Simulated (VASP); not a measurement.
A run of VASP 6.6.1 is set up as follows.

INCAR

```
SYSTEM = AlCo
PREC = Accurate ; ENCUT = 520
EDIFF = 1E-7 ; ISMEAR = -1
SIGMA = 0.08 ; LREAL = .FALSE.
LASPH = .TRUE. ; NELM = 60
ALGO = Normal ; ISIF = 2
LWAVE = .FALSE. ; LCHARG = .FALSE.
GGA = PE ; NBANDS = 13
```

KPOINTS

```
regular mesh
0
G
  15 15 13
  0 0 0
```

The input POSCAR:

```
AlCo
1.0
    2.5257615193      0.0000000000      0.0000000000
   -1.2628807597      2.1873736396      0.0000000000
    0.0000000000      0.0000000000      3.6088905824
Co Al
1 1
Direct
    0.0000000000      0.0000000000      0.0000000000
    0.3333333333      0.6666666667      0.5000000000
```

Potentials or basis: VASP PAW PBE potentials, release 64 (Co, Al).

The run is started by

```console
$ cat potpaw_PBE.64/Co/POTCAR potpaw_PBE.64/Al/POTCAR > POTCAR
$ mpirun -np 1 vasp_std > vasp.out
```

Task: Predict the band gap on the k mesh.

Result: Zero (band 6 reaches 13.62 eV, above the bottom of band 7 at 11.60 eV).

Task: What does it give for the pressure?

Result: 49.8 GPa.

Stress tensor (GPa, compression positive):
```
49.92  0.00  0.00
 0.00 49.92  0.00
 0.00  0.00 49.49
```

Spin polarisation is off, so any magnetic state and its effect on volume and gap are missing.
